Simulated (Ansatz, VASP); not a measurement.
## MnS in VASP and in Ansatz

Contents of INCAR:

```
SYSTEM = MnS
PREC = Accurate
ENCUT = 520
EDIFF = 1E-6
ISMEAR = -1
SIGMA = 0.05
LREAL = .False.
LASPH = .True.
NELM = 150
ALGO = Normal
ISIF = 2
LWAVE = .False.
LCHARG = .True.
ISPIN = 2
MAGMOM = 4 0
LORBIT = 11
LMAXMIX = 4
GGA = RE
LELF = .True.
LVHAR = .True.
NBANDS = 20
```

File KPOINTS:

```
regular mesh
0
Gamma
  9 9 9
  0 0 0
```

The input POSCAR:

```
MnS
1.0
    0.0000000000      2.4734634191      2.4734634191
    2.4734634191      0.0000000000      2.4734634191
    2.4734634191      2.4734634191      0.0000000000
Mn S
1 1
Direct
    0.0000000000      0.0000000000      0.0000000000
    0.7500000000      0.7500000000      0.7500000000
```

input.yaml

```yaml
crystal:
  lattice:
    - [0.0, 2.4734634191, 2.4734634191]
    - [2.4734634191, 0.0, 2.4734634191]
    - [2.4734634191, 2.4734634191, 0.0]
  atoms:
    - { symbol: Mn, position: [0.0, 0.0, 0.0], spin: 4.0 }
    - { symbol: S, position: [0.75, 0.75, 0.75] }
hamiltonian:
  xc: revpbe
  pseudopotentials: { kind: paw }
magnetization:
  spin_polarized: true
kpoints:
  mp_grid: { grid: [9, 9, 9] }
  band_path:
    path:
      - [[0.0, 0.0, 0.0], [0.5, 0.0, 0.5], [0.5, 0.25, 0.75], [0.375, 0.375, 0.75], [0.0, 0.0, 0.0], [0.5, 0.5, 0.5], [0.625, 0.25, 0.625], [0.5, 0.25, 0.75], [0.5, 0.5, 0.5], [0.375, 0.375, 0.75]]
      - [[0.625, 0.25, 0.625], [0.5, 0.0, 0.5]]
    npoints: 14
scf:
  occupations: { method: fermi_dirac, width: 0.05 }
  n_extra_bands: 6
output:
  forces: true
  stress: true
  eigenvalues: true
  fatbands: false
  write_density: true
  write_potential: true
  elf: true
  volumetric_format: npy
```

Alike in both runs: functional revPBE; k mesh 9 × 9 × 9; occupations fermi-dirac, width 0.05 eV; collinear spin.

|  | VASP | Ansatz |
| --- | --- | --- |
| version | VASP 6.6.1 | Ansatz 0.2.0 |
| potentials or method | VASP PAW PBE potentials, release 64 (Mn_pv, S) | Ansatz PAW |
| plane-wave cutoff (eV) | 520 | 420 |
| valence electrons in the cell | 19 | 21 |
| task | single point | band structure |

|  | VASP | Ansatz | Ansatz less VASP |
| --- | --- | --- | --- |
| gap on the k mesh at the Fermi level (eV) | none | none | - |
| pressure (GPa) | 5.3 | 5.4 | +0.12 |
| net moment per atom (μB) | 0.11 | 0.11 | +0.002 |
| size of the moment on the site where the two differ most (μB) | 0.21 | 0.19 | -0.018 |

VASP's potentials were made for PBE, not for revPBE. Site moments also hang on the region over which each program counts them. A gap of «none» marks a metal or a gap that the smearing closes. With one functional, cell and mesh, what is left measures potentials, basis and numerics. VASP's potentials hold 19 valence electrons a cell and Ansatz's 21, so a difference there can come from the potentials and not from the codes.
